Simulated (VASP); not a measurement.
# CoO (R-3m) in VASP: a series of runs, part 4 of 4

VASP 6.6.1.

## Step 5: Single point, PBEsol, collinear spin, ferromagnetic start (8.15 Å³/atom)

This run uses another cell than the first one, of 8.15 Å³/atom.

Contents of INCAR:

```
ALGO = Normal
EDIFF = 1E-6
ENCUT = 520
GGA = PS
ISIF = 2
ISMEAR = 0
ISPIN = 2
LASPH = True
LCHARG = False
LMAXMIX = 4
LORBIT = 11
LREAL = False
LWAVE = False
MAGMOM = 2.55 0.32
NBANDS = 18
NELM = 150
PREC = Accurate
SIGMA = 0.1
```

Contents of KPOINTS:

```
k-points
0
Gamma
  18 18 18
```

Contents of POSCAR:

```
CoO
1.0
    1.5006315986      0.8663900574      2.0897531424
   -1.5006315986      0.8663900574      2.0897531424
    0.0000000000     -1.7327801149      2.0897531424
Co O
1 1
Direct
    0.0000000000      0.0000000000      0.0000000000
    0.5000000000      0.5000000000      0.5000000000
```

Potentials or basis: VASP PAW PBE potentials, release 64 (Co, O).

Started as:

```
$ cat potpaw_PBE.64/Co/POTCAR potpaw_PBE.64/O/POTCAR > POTCAR
$ mpirun -np 1 vasp_std > vasp.out
```

OUTCAR:

```text
EDIFF = 1E-6
   ENCUT = 520
   GGA = PS
   ISIF = 2
   ISMEAR = 0
   ISPIN = 2
   LASPH = True
   LORBIT = 11
   LREAL = False
   NELM = 150
   PREC = Accurate

 ion  position               nearest neighbor table
   1  0.000  0.000  0.000-   2 2.02   2 2.02   2 2.02   2 2.02   2 2.02   2 2.02
   2  0.500  0.500  0.500-   1 2.02   1 2.02   1 2.02   1 2.02   1 2.02   1 2.02

  LATTYP: Found a trigonal (rhomboedric) cell.
 ALAT       =     2.7146998218
 COS(alpha) =     0.3888686808

  Lattice vectors:

 A1 = (   1.5006315986,   0.8663900574,   2.0897531424)
 A2 = (  -1.5006315986,   0.8663900574,   2.0897531424)
 A3 = (   0.0000000000,  -1.7327801149,   2.0897531424)

Analysis of symmetry for initial positions (statically):
=====================================================================
 Subroutine PRICEL returns:
 Original cell was already a primitive cell.

 Routine SETGRP: Setting up the symmetry group for a
 trigonal (rhombohedral) supercell.

 Subroutine GETGRP returns: Found 12 space group operations
 (whereof 12 operations were pure point group operations)
 out of a pool of 12 trial point group operations.

The static configuration has the point symmetry D_3d.

Analysis of symmetry for dynamics (positions and initial velocities):
=====================================================================
 Subroutine PRICEL returns:
 Original cell was already a primitive cell.

 Routine SETGRP: Setting up the symmetry group for a
 trigonal (rhombohedral) supercell.

 Subroutine GETGRP returns: Found 12 space group operations
 (whereof 12 operations were pure point group operations)
 out of a pool of 12 trial point group operations.

The dynamic configuration has the point symmetry D_3d.

Analysis of structural, dynamic, and magnetic symmetry:
=====================================================================
 Subroutine PRICEL returns:
 Original cell was already a primitive cell.

 Routine SETGRP: Setting up the symmetry group for a
 trigonal (rhombohedral) supercell.

 Subroutine GETGRP returns: Found 12 space group operations
 (whereof 12 operations were pure point group operations)
 out of a pool of 12 trial point group operations.

The overall configuration has the point symmetry D_3d.

 Subroutine INISYM returns: Found 12 space group operations
 (whereof 12 operations are pure point group operations),
 and found     1 'primitive' translations

----------------------------------------------------------------------------------------

                                     Primitive cell

  volume of cell :      16.3017

  direct lattice vectors                    reciprocal lattice vectors
     1.500631599  0.866390057  2.089753142     0.333193037  0.192369090  0.159508473
    -1.500631599  0.866390057  2.089753142    -0.333193037  0.192369090  0.159508473
     0.000000000 -1.732780115  2.089753142     0.000000000 -0.384738179  0.159508473

  length of vectors
     2.714699822  2.714699822  2.714699822     0.416493001  0.416493001  0.416493001

  position of ions in fractional coordinates (direct lattice)
     0.000000000  0.000000000  0.000000000
     0.500000000  0.500000000  0.500000000

  ion indices of the primitive-cell ions
   primitive index   ion index
                 1           1
                 2           2
[... 59 lines left out ...]
   ions per type =               1   1
   NGX,Y,Z   is equivalent  to a cutoff of  12.25, 12.25, 12.25 a.u.
   NGXF,Y,Z  is equivalent  to a cutoff of  24.50, 24.50, 24.50 a.u.
 SYSTEM =  unknown system
   PREC   = accura    normal or accurate (medium, high low for compatibility)
   ISTART =      0    job   : 0-new  1-cont  2-samecut
   ICHARG =      2    charge: 1-file 2-atom 10-const
   ISPIN  =      2    spin polarized calculation?
   LNONCOLLINEAR =      F non collinear calculations
   LSORBIT =      F    spin-orbit coupling
   LASPH  =      T    aspherical Exc in radial PAW
   ENCUT  =  520.0 eV  38.22 Ry    6.18 a.u.   5.05  5.05  5.05*2*pi/ulx,y,z
   NELM   =    150;   NELMIN=  2; NELMDL= -5     # of ELM steps
   EDIFF  = 0.1E-05   stopping-criterion for ELM
   LREAL  =      F    real-space projection
   EDIFFG = 0.1E-04   stopping-criterion for IOM
   NSW    =      0    number of steps for IOM
   IBRION =     -1    ionic relax: 0-MD 1-quasi-New 2-CG
   NFREE  =      0    steps in history (QN), initial steepest desc. (CG)
   ISIF   =      2    stress and relaxation
   ISYM   =      2    0-nonsym 1-usesym 2-fastsym
   POTIM  = 0.5000    time-step for ionic-motion
   TEBEG  =    0.0;   TEEND  =   0.0 temperature during run
   PSTRESS=    0.0 pullay stress
   NELECT =      15.0000    total number of electrons
   NUPDOWN=      -1.0000    fix difference up-down
   EMIN   =  10.00;   EMAX   =-10.00  energy-range for DOS
   EFERMI =   0.00;   METHOD = LEGACY
   ISMEAR =     0;   SIGMA  =   0.10  broadening in eV -4-tet -1-fermi 0-gaus
   EFERMI_NEDOS =   21; number of points for ismear=-14 and -15
   IALGO  =     38    algorithm
   IMIX   =      4    mixing-type and parameters
     AMIX     =   0.40;   BMIX     =  1.00
     AMIX_MAG =   1.60;   BMIX_MAG =  1.00
  volume/ion in A,a.u.               =       8.15        55.00
  Fermi-wavevector in a.u.,A,eV,Ry     =   1.592309  3.009028 34.496859  2.535448
  Thomas-Fermi vector in A             =   2.690714
   LORBIT       =     11    0 simple, 1 ext, 2 COOP (PROOUT), +10 PAW based schemes
   GGA     = PS    functional components
   LHFCALC =     F    Hartree Fock is set to
   AEXX    =    0.0000 exact exchange contribution
   IVDW    =     0    specifies the selected vdW correction
   LEPSILON=     F    determine dielectric tensor
   LRPA    =     F    only Hartree local field effects (RPA)
 spin polarized calculation
 Gauss-broadening in eV      SIGMA  =   0.10
  energy-cutoff  :      520.00
  volume of cell :       16.30
 maximum number of plane-waves:       455
   NGX = 11   NGY = 11   NGZ = 11

 number of electron      15.0000004 magnetization       2.2505597

 Free energy of the ion-electron system (eV)
  ---------------------------------------------------
  ext. energy  EPLUGINS =         0.00000000
  ---------------------------------------------------
  free energy    TOTEN  =       -13.93192475 eV

  energy without entropy =      -13.91769455  energy(sigma->0) =      -13.92480965

 E-fermi :  10.2898     XC(G=0): -13.6907

 val. band max:       10.2897865871   @ k =  -0.2778   0.4444   0.2778
 cond. band min:      10.2901519889   @ k =  -0.2778   0.3333   0.0556
 fundamental gap:      0.0003654018
 Fermi energy:        10.2898371711

 spin component 1

 k-point     1 :       0.0000    0.0000    0.0000
  band No.  band energies     occupation
      1     -11.5505      1.00000
      2       6.0856      1.00000
      3       6.0856      1.00000
      4       6.7113      1.00000
      5       6.7113      1.00000
      6       7.0146      1.00000
[... 493 lines left out ...]
     17      39.6096      0.00000
     18      40.1173      0.00000

 [... further k-points ...]

 spin component 2

 k-point     1 :       0.0000    0.0000    0.0000
  band No.  band energies     occupation
      1     -11.2013      1.00000
      2       6.4598      1.00000
      3       6.4598      1.00000
      4       7.4697      1.00000
      5       8.3181      1.00000
      6       8.3181      1.00000
[... 493 lines left out ...]
     17      40.1218      0.00000
     18      40.5807      0.00000

 [... further k-points ...]
[... 5 lines left out ...]
  --------------------------------------------------------------------------------------
  -------------------------------------------------------------------------------------
  Total        1.7982953      1.7982953      1.8367875      0.0000000     -0.0000000     -0.0000000
  in kB      176.7412023    176.7412024    180.5243152      0.0000000     -0.0000000     -0.0000000
  external PRESSURE =     178.0022400 kB  Pullay stress =       0.0000000 kB

 VOLUME and BASIS-vectors are now :
 -----------------------------------------------------------------------------
  energy-cutoff  :      520.00
  volume of cell :       16.30
      direct lattice vectors                 reciprocal lattice vectors
     1.500631599  0.866390057  2.089753142     0.333193037  0.192369090  0.159508473
    -1.500631599  0.866390057  2.089753142    -0.333193037  0.192369090  0.159508473
     0.000000000 -1.732780115  2.089753142     0.000000000 -0.384738179  0.159508473

 POSITION                                       TOTAL-FORCE (eV/Angst)
 -----------------------------------------------------------------------------------
      0.00000      0.00000      0.00000         0.000000     -0.000000     -0.000000
      0.00000     -0.00000      3.13463        -0.000000      0.000000      0.000000
 -----------------------------------------------------------------------------------
    total drift:                               -0.000000     -0.000000      0.000000

  FREE ENERGIE OF THE ION-ELECTRON SYSTEM (eV)
  ---------------------------------------------------
  free  energy   TOTEN  =       -13.9319247499 eV

  energy  without entropy=      -13.9176945463  energy(sigma->0) =      -13.92480965

 total charge

# of ion       s       p       d       tot
------------------------------------------
    1        0.351   0.482   7.330   8.162
    2        1.558   3.454   0.000   5.011
--------------------------------------------------
tot          1.908   3.935   7.330  13.174

 magnetization (x)

# of ion       s       p       d       tot
------------------------------------------
    1        0.019   0.019   1.986   2.024
    2        0.031   0.161   0.000   0.192
--------------------------------------------------
tot          0.050   0.180   1.986   2.216
```

OSZICAR:

```text
N       E                     dE             d eps       ncg     rms          rms(c)
DAV:   1     0.739505743093E+02    0.73951E+02   -0.66535E+03 44354   0.100E+03
DAV:   2    -0.120335688410E+02   -0.85984E+02   -0.74819E+02 44418   0.227E+02
DAV:   3    -0.161919661103E+02   -0.41584E+01   -0.40416E+01 48794   0.527E+01
DAV:   4    -0.162306286503E+02   -0.38663E-01   -0.38633E-01 48002   0.479E+00
DAV:   5    -0.162314265385E+02   -0.79789E-03   -0.79778E-03 51148   0.677E-01    0.182E+01
DAV:   6    -0.148385708971E+02    0.13929E+01   -0.11569E+01 52514   0.593E+01    0.174E+01
DAV:   7    -0.139992810087E+02    0.83929E+00   -0.38233E+00 51524   0.405E+01    0.776E+00
DAV:   8    -0.139375023513E+02    0.61779E-01   -0.27105E-01 57626   0.663E+00    0.370E+00
DAV:   9    -0.139331127345E+02    0.43896E-02   -0.14550E-02 56400   0.133E+00    0.604E-01
DAV:  10    -0.139318864392E+02    0.12263E-02   -0.87523E-03 49438   0.138E+00    0.203E-01
DAV:  11    -0.139319410097E+02   -0.54571E-04   -0.34865E-04 56200   0.249E-01    0.103E-01
DAV:  12    -0.139319279230E+02    0.13087E-04   -0.66715E-05 57684   0.106E-01    0.424E-02
DAV:  13    -0.139319258991E+02    0.20239E-05   -0.17025E-05 57764   0.397E-02    0.170E-02
DAV:  14    -0.139319246963E+02    0.12028E-05   -0.23903E-06 30058   0.199E-02    0.173E-02
DAV:  15    -0.139319247499E+02   -0.53580E-07   -0.16909E-06 24868   0.139E-02
   1 F= -.13931925E+02 E0= -.13924810E+02  d E =-.142302E-01  mag=     2.2504
```

Run time: 2.3 min. Hardware: 1 thread of Intel Xeon 6975P-C (Granite Rapids), shared host; peak memory 0.35 GiB.

Results:

* Free energy: -13.9319 eV
* Pressure: 17.8 GPa
* Net moment: 2.25 μB per cell
* Site moments: Co +2.02; O +0.19 μB
* Valence electrons inside the program's atomic spheres: Co 8.16; O 5.01

Levels at points of the mesh, in eV from the Fermi level:
Spin up:
```csv
k point,band 7,band 8,band 9,band 10,band 11,band 12
"(0.00, 0.00, 0.00)",-2.95,-2.95,-2.59,2.01,17.14,18.07
"(0.50, 0.00, 0.00)",-1.27,0.42,0.79,5.65,10.27,14.24
"(0.50, 0.50, 0.00)",-1.84,-1.74,-1.61,7.04,10.57,12.96
"(0.50, 0.50, 0.50)",-1.04,0.93,0.93,4.45,12.24,12.24
```
Spin down:
| k point | band 2 | band 3 | band 4 | band 5 | band 6 | band 7 | band 8 | band 9 | band 10 | band 11 |
| --- | --- | --- | --- | --- | --- | --- | --- | --- | --- | --- |
| (0.00, 0.00, 0.00) | -3.83 | -3.83 | -2.82 | -1.97 | -1.97 | -1.09 | -0.45 | -0.45 | 2.50 | 17.16 |
| (0.50, 0.00, 0.00) | -9.48 | -6.23 | -5.12 | -0.78 | -0.62 | 0.53 | 2.45 | 2.84 | 5.89 | 10.87 |
| (0.50, 0.50, 0.00) | -7.94 | -5.64 | -4.21 | -3.12 | -0.16 | -0.03 | 0.39 | 0.78 | 7.77 | 10.92 |
| (0.50, 0.50, 0.50) | -8.96 | -6.83 | -6.83 | 0.08 | 0.08 | 0.44 | 3.02 | 3.02 | 4.69 | 12.68 |

Caveat: the cell stands under pressure; the PAW data sets were made with another functional, which shifts forces and pressure a little; a cell with one magnetic atom can't hold antiferromagnetic order, which such compounds often take; semilocal functionals often make such compounds metallic where correlation or magnetic order opens a gap, which also shifts bond lengths. With open d or f shells a metallic result of PBEsol can be an artefact of self-interaction; +U or a hybrid may open a gap.

## Step 6: Single point, PBEsol, collinear spin, ferromagnetic start

Contents of INCAR:

```
SYSTEM = CoO
PREC = Accurate ; ENCUT = 520
EDIFF = 1E-7 ; ISMEAR = 0
SIGMA = 0.1 ; LREAL = .FALSE.
LASPH = .TRUE. ; NELM = 150
ALGO = Normal ; ISIF = 2
LWAVE = .FALSE. ; LCHARG = .FALSE.
ISPIN = 2 ; MAGMOM = 2.64 0.33
LORBIT = 11 ; LMAXMIX = 4
GGA = PS ; NBANDS = 18
```

Contents of KPOINTS:

```
Automatic mesh
0
G
  12 12 12
  0 0 0
```

Contents of POSCAR:

```
CoO
1.0
    1.5280268310      0.8822067022      2.2121869874
   -1.5280268310      0.8822067022      2.2121869874
    0.0000000000     -1.7644134045      2.2121869874
Co O
1 1
Direct
    0.0000000000      0.0000000000      0.0000000000
    0.5000000000      0.5000000000      0.5000000000
```

Potentials or basis: VASP PAW PBE potentials, release 64 (Co, O).

Started as:

```
$ cat potpaw_PBE.64/Co/POTCAR potpaw_PBE.64/O/POTCAR > POTCAR
$ mpirun -np 1 vasp_std > vasp.out
```

It took 4.5 min on 1 thread of AMD EPYC 7R13, shared host; peak memory 0.19 GiB.

It converged, with:

```
Free energy                                           : -14.0135 eV
Pressure                                              : -0.8 GPa
Net moment                                            : 2.66 μB per cell
Site moments                                          : Co +2.36; O +0.26 μB
Valence electrons inside the program's atomic spheres : Co 7.95; O 4.98
```

Stress tensor (GPa, compression positive):
```
-0.90  0.00  0.00
 0.00 -0.90  0.00
 0.00  0.00 -0.59
```

Levels at points of the mesh, in eV from the Fermi level:
Spin up:
```csv
k point,band 7,band 8,band 9,band 10,band 11,band 12
"(0.00, 0.00, 0.00)",-3.11,-3.01,-2.78,1.34,16.75,17.56
"(0.50, 0.00, 0.00)",-1.63,0.15,0.39,5.28,9.49,13.63
"(0.50, 0.50, 0.00)",-2.20,-1.95,-1.92,6.27,10.01,12.16
"(0.50, 0.50, 0.50)",-1.38,0.47,0.47,4.44,11.48,12.13
```
Spin down:
```tsv
k point	band 4	band 5	band 6	band 7	band 8	band 9
(0.00, 0.00, 0.00)	-2.44	-1.53	-1.53	-0.99	-0.22	-0.22
(0.50, 0.00, 0.00)	-4.61	-0.49	-0.38	0.43	2.47	2.72
(0.50, 0.50, 0.00)	-3.79	-2.61	0.04	0.07	0.39	0.81
(0.50, 0.50, 0.50)	-5.81	0.06	0.06	0.39	2.85	2.85
```

Caveat: the PAW data sets were made with another functional, which shifts forces and pressure a little; a cell with one magnetic atom can't hold antiferromagnetic order, which such compounds often take; semilocal functionals often make such compounds metallic where correlation or magnetic order opens a gap, which also shifts bond lengths.

## Step 7: Relaxation of shape and atoms at fixed volume, PBEsol, collinear spin, ferromagnetic start (8.42 Å³/atom)

This run uses another cell than the first one, of 8.42 Å³/atom.

Contents of INCAR:

```
SYSTEM = CoO
  PREC = Accurate
  ENCUT = 600
  EDIFF = 1E-6
  ISMEAR = 0
  SIGMA = 0.1
  LREAL = .FALSE.
  LASPH = .TRUE.
  NELM = 150
  ALGO = Normal
  ISIF = 4
  LWAVE = .FALSE.
  LCHARG = .FALSE.
  ISPIN = 2
  MAGMOM = 2.55 0.32
  LORBIT = 11
  LMAXMIX = 4
  GGA = PS
  IBRION = 2
  NSW = 50
  EDIFFG = -0.01
```

Contents of KPOINTS:

```
Automatic mesh
0
G
  18 18 18
  0 0 0
```

Contents of POSCAR:

```
CoO
1.0
    1.5031898978      0.8678670921      2.1513046939
   -1.5031898978      0.8678670921      2.1513046939
    0.0000000000     -1.7357341842      2.1513046939
Co O
1 1
Direct
    0.0000000000      0.0000000000      0.0000000000
    0.5000000000      0.5000000000      0.5000000000
```

Started as:

```
$ cat potpaw_PBE.64/Co/POTCAR potpaw_PBE.64/O/POTCAR > POTCAR
$ mpirun -np 1 vasp_std > vasp.out
```

Wall time 8.5 min (1 thread of AMD EPYC 9755, shared host); peak memory 0.31 GiB.

It converged, with:

```yaml
Free_energy: -13.9828 eV
Energy_gained_by_relaxing: 0.2 meV/atom
Ionic_steps: 3
Pressure_after_relaxing: 10.7 GPa
Net_moment: 2.41 μB per cell
Site_moments: Co +2.16; O +0.21 μB
Valence_electrons_inside_the_program's_atomic_spheres: Co 8.08; O 5.00
```

Stress tensor (GPa, compression positive):
```
10.71  0.00  0.00
 0.00 10.71  0.00
 0.00  0.00 10.59
```

The path:
```csv
step,energy change (eV),largest force (eV/Å),pressure (GPa),volume (Å³)
1,0.0000,0.0000,10.82,16.84
2,-0.0001,0.0000,10.72,16.84
3,-0.0003,0.0000,10.67,16.84
```

Final structure:
```xyz
2
Lattice="1.5077 0.8705 2.1385 -1.5077 0.8705 2.1385 0.0000 -1.7409 2.1385" Properties=species:S:1:pos:R:3 pbc="T T T"
Co    0.0000    0.0000    0.0000
O     0.0000    0.0000    3.2078
```

Levels at points of the mesh, in eV from the Fermi level:
Spin up:
| k point | band 6 | band 7 | band 8 | band 9 | band 10 | band 11 | band 12 |
| --- | --- | --- | --- | --- | --- | --- | --- |
| (0.00, 0.00, 0.00) | -3.20 | -3.03 | -3.03 | -2.68 | 1.75 | 16.99 | 17.92 |
| (0.50, 0.00, 0.00) | -2.22 | -1.42 | 0.33 | 0.63 | 5.50 | 10.00 | 14.02 |
| (0.50, 0.50, 0.00) | -2.73 | -1.97 | -1.82 | -1.74 | 6.76 | 10.37 | 12.63 |
| (0.50, 0.50, 0.50) | -1.93 | -1.18 | 0.75 | 0.75 | 4.46 | 12.26 | 12.26 |
Spin down:
| k point | band 4 | band 5 | band 6 | band 7 | band 8 | band 9 |
| --- | --- | --- | --- | --- | --- | --- |
| (0.00, 0.00, 0.00) | -2.71 | -1.79 | -1.79 | -1.06 | -0.36 | -0.36 |
| (0.50, 0.00, 0.00) | -4.97 | -0.65 | -0.52 | 0.48 | 2.48 | 2.81 |
| (0.50, 0.50, 0.00) | -4.09 | -2.94 | -0.07 | 0.02 | 0.38 | 0.81 |
| (0.50, 0.50, 0.50) | -6.45 | 0.06 | 0.06 | 0.42 | 2.97 | 2.97 |

Caveat: the PAW data sets were made with another functional, which shifts forces and pressure a little; a cell with one magnetic atom can't hold antiferromagnetic order, which such compounds often take; semilocal functionals often make such compounds metallic where correlation or magnetic order opens a gap, which also shifts bond lengths.

## Step 8: The runs side by side

| task | potentials or basis | cell | k mesh | cutoff (eV) | gap on the mesh (eV) | pressure (GPa) | moment (μB) |
| --- | --- | --- | --- | --- | --- | --- | --- |
| single point | VASP PAW PBE potentials, release 64 (Co_sv, O) | a = 2.832 Å, angles 65.3°, 2 atoms | 18 × 18 × 18 | 600 | none | -2.6 | 2.71 |
| single point | VASP PAW PBE potentials, release 64 (Co, O) | a = 2.830 Å, angles 65.4°, 2 atoms | 12 × 12 × 12 | 520 | none | -0.8 | 2.66 |
| single point | VASP PAW PBE potentials, release 64 (Co, O) | a = 2.676 Å, angles 67.6°, 2 atoms | 18 × 18 × 18 | 520 | none | 26.2 | 2.07 |
| single point | VASP PAW PBE potentials, release 64 (Co, O) | a = 2.715 Å, angles 67.1°, 2 atoms | 18 × 18 × 18 | 520 | none | 17.8 | 2.25 |
| relaxation of shape and atoms at fixed volume | VASP PAW PBE potentials, release 64 (Co, O) | relaxed from a = 2.764 Å, angles 65.9°, 2 atoms | 18 × 18 × 18 | 600 | none | 10.7 | 2.41 |

Alike in all rows: level PBEsol; spin collinear, ferromagnetic start; smearing gaussian 0.1 eV.

Caveats: the PAW data sets were made with another functional, which shifts forces and pressure a little; a cell with one magnetic atom can't hold antiferromagnetic order, which such compounds often take; semilocal functionals often make such compounds metallic where correlation or magnetic order opens a gap, which also shifts bond lengths; the cell stands under pressure (at least some runs).

Total energies depend on the potentials used, so only differences within one code and one set of settings carry meaning.
